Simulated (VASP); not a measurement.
Input of a VASP 6.6.1 run:

Contents of INCAR:

```
PREC = Accurate ; ENCUT = 500
EDIFF = 1E-6 ; ISMEAR = 0
SIGMA = 0.1 ; LREAL = False
LASPH = True ; NELM = 120
ALGO = Normal ; ISIF = 2
LWAVE = False ; LCHARG = False
GGA = PE ; NBANDS = 17
GGA_COMPAT = False
```

File KPOINTS:

```
Automatic mesh
0
Gamma
  4 4 4
```

File POSCAR:

```
PbS
1.0
    3.6536590000      0.0000000000      0.0000000000
    0.0000000000      3.6536590000      0.0000000000
    0.0000000000      0.0000000000      3.6536590000
Pb S
1 1
Direct
    0.0000000000      0.0000000000      0.0000000000
    0.5000000000      0.5000000000      0.6368491148
```

Potentials or basis: VASP PAW PBE potentials, release 64 (Pb_d, S).

Launch:

```console
$ cat potpaw_PBE.64/Pb_d/POTCAR potpaw_PBE.64/S/POTCAR > POTCAR
$ mpirun -np 1 vasp_std > vasp.out
```

Question: Estimate the band gap on the k mesh.

Answer: Zero (band 10 reaches 6.00 eV, above the bottom of band 11 at 5.73 eV).

Question: What does it give for the largest force?

Answer: 0.063 eV/Å.

Question: Estimate the pressure.

Answer: 3.1 GPa.

Forces in eV/Å, atoms in the order of the input:
```
Pb   0.000  0.000  0.063
S    0.000  0.000 -0.063
```

Caveat: the k points lie up to 0.43 Å⁻¹ apart; spin-orbit coupling is left out, which moves the levels of the heavy elements.
